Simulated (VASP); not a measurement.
**H2: single point with LDA**

The system is H2, in a box.

```
H
1.0
     9.00000    0.00000    0.00000
     0.00000    9.50000    0.00000
     0.00000    0.00000   10.00000
H
2
Direct
  0.50000 0.50000 0.46178
  0.50000 0.50000 0.53822
```

| Property | Result |
| --- | --- |
| Program | VASP 6.6.1 |
| Task | single point |
| Functional | LDA |
| Potentials or basis | VASP PAW LDA potentials, release 64 (H) |
| Cutoff | 520 eV |
| k mesh | 1 × 1 × 1 |
| Occupations | gaussian, width 0.02 eV |
| Spin | no spin polarisation |

```yaml
Largest_force: 0.045 eV/Å
Gap_between_the_frontier_levels: 9.97 eV
```

Forces on the atoms (eV/Å):
```
H    0.000  0.000 -0.045
H    0.000  0.000  0.045
```

Levels at points of the mesh, in eV from the valence-band top:
```
           k point  band 1  band 2  band 3  band 4  band 5  band 6
(0.00, 0.00, 0.00)    0.00    9.97   10.47   11.19   11.32   11.50
```

Run time: 9.8 s on 1 thread of Intel(R) Xeon(R) 6975P-C (Granite Rapids), with other jobs on the host, peak memory 0.48 GiB.
